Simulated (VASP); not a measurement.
A run of VASP 6.6.1 is set up as follows.

The input INCAR:

```
  PREC = Accurate
  ENCUT = 700
  EDIFF = 1E-6
  ISMEAR = 0
  SIGMA = 0.1
  LREAL = F
  LASPH = T
  NELM = 200
  ALGO = Normal
  ISIF = 2
  LWAVE = F
  LCHARG = F
  ISPIN = 2
  MAGMOM = 1 0 0
  LORBIT = 11
  LMAXMIX = 4
  GGA = PE
  NBANDS = 27
  GGA_COMPAT = F
```

File KPOINTS:

```
regular mesh
0
Gamma
  6 6 6
```

File POSCAR:

```
TaNbO
1.0
   -2.6158458931      2.6158458931      1.9464112778
    2.6158458931     -2.6158458931      1.9464112778
    2.6158458931      2.6158458931     -1.9464112778
Ta Nb O
1 1 1
Direct
    0.2500000000      0.7500000000      0.5000000000
    0.5000000000      0.5000000000      0.0000000000
    0.7500000000      0.2500000000      0.5000000000
```

Potentials or basis: VASP PAW PBE potentials, release 64 (Ta_sv_GW, Nb_sv, O).

Launch:

```bash
$ cat potpaw_PBE.64/Ta_sv_GW/POTCAR potpaw_PBE.64/Nb_sv/POTCAR potpaw_PBE.64/O/POTCAR > POTCAR
$ mpirun -np 1 vasp_std > vasp.out
```

Problem. Estimate the net moment.

Solution. 0.00 μB per cell.

Problem. Predict the band gap on the k mesh.

Solution. Zero (filled and empty bands overlap).

Stress tensor (GPa, compression positive):
```
-0.27  0.00  0.00
 0.00 -0.27  0.00
 0.00  0.00  0.07
```

Caveat: spin-orbit coupling is left out, which moves the levels of the heavy elements.
